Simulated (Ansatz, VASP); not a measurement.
One calculation of Ga4Sb3As, two programs

INCAR

```
SYSTEM = Ga4Sb3As
ALGO     = Normal         ! electronic algorithm
EDIFF    = 1E-7           ! SCF threshold, eV
EDIFFG   = -0.04          ! ionic threshold
ENCUT    = 600            ! plane-wave cutoff, eV
GGA      = PE             ! functional
IBRION   = 2              ! ionic algorithm
ISIF     = 3              ! what is computed and relaxed
ISMEAR   = 0              ! smearing method
LASPH    = .TRUE.         ! aspherical terms in the spheres
LCHARG   = .FALSE.        ! write CHGCAR
LREAL    = .FALSE.        ! projectors in reciprocal space
LWAVE    = .FALSE.        ! write WAVECAR
NELM     = 100            ! most SCF steps
NSW      = 90             ! ionic steps
PREC     = Accurate       ! precision mode
SIGMA    = 0.1            ! smearing width, eV
```

KPOINTS

```
k-points
0
G
  4 4 4
  0 0 0
```

File POSCAR:

```
Ga4Sb3As
1.0
    5.7322454400      0.0000000000      0.0000000000
    0.0000000000      5.7322454400      0.0000000000
    0.0000000000      0.0000000000      5.7322454400
Ga Sb As
4 3 1
Direct
    0.2500000000      0.7500000000      0.2500000000
    0.2500000000      0.2500000000      0.7500000000
    0.7500000000      0.7500000000      0.7500000000
    0.7500000000      0.2500000000      0.2500000000
    0.5000000000      0.0000000000      0.0000000000
    0.0000000000      0.0000000000      0.5000000000
    0.0000000000      0.5000000000      0.0000000000
    0.5000000000      0.5000000000      0.5000000000
```

Input for Ansatz:

```yaml
crystal:
  lattice:
    - [5.73224544, 0.0, 0.0]
    - [0.0, 5.73224544, 0.0]
    - [0.0, 0.0, 5.73224544]
  atoms:
    - { symbol: Ga, position: [0.25, 0.75, 0.25] }
    - { symbol: Ga, position: [0.25, 0.25, 0.75] }
    - { symbol: Ga, position: [0.75, 0.75, 0.75] }
    - { symbol: Ga, position: [0.75, 0.25, 0.25] }
    - { symbol: Sb, position: [0.5, 0.0, 0.0] }
    - { symbol: Sb, position: [0.0, 0.0, 0.5] }
    - { symbol: Sb, position: [0.0, 0.5, 0.0] }
    - { symbol: As, position: [0.5, 0.5, 0.5] }
basis:
  ecutwfc: 420
kpoints:
  mp_grid: { grid: [4, 4, 4] }
hamiltonian:
  xc: pbe
scf:
  occupations: { method: gaussian, width: 0.1 }
  lower_state_search: "off"
output:
  forces: true
  stress: true
  eigenvalues: true
relax:
  adjacent_minimum: "off"
  f_tol: 0.04
  max_steps: 70
  cell: { stress_tol: 0.4 }
```

Alike in both runs: task relaxation of cell and atoms; functional PBE; k mesh 4 × 4 × 4; occupations gaussian, width 0.1 eV; no spin polarisation.

```csv
,VASP,Ansatz
version,VASP 6.6.1,Ansatz 0.2.0
potentials or method,"VASP PAW PBE potentials, release 64 (Ga_d, Sb, As), cutoff 600 eV","scalar-relativistic, plane waves, PAW"
valence electrons in the cell,72,112
```

VASP gave:

```
gap on the k mesh at the Fermi level, each at its own relaxed structure (eV) : none
relaxed volume (Å³/atom)                                                     : 28.47
relaxed length of the cell vector where the two differ most in proportion (Å)              : 6.107
```

Question: Estimate Ansatz's values.

Answer: gap on the k mesh at the Fermi level, each at its own relaxed structure (eV): none; relaxed volume (Å³/atom): 28.36; relaxed length of the cell vector where the two differ most in proportion (Å): 6.099.

A gap of «none» marks a metal or a gap that the smearing closes. VASP's potentials hold 72 valence electrons a cell and Ansatz's 112, so a difference there can come from the potentials and not from the codes.

Neither program's run includes spin-orbit coupling. Noted on VASP's run: the volume moved by over 15 % at a fixed basis, so the end points are rough.
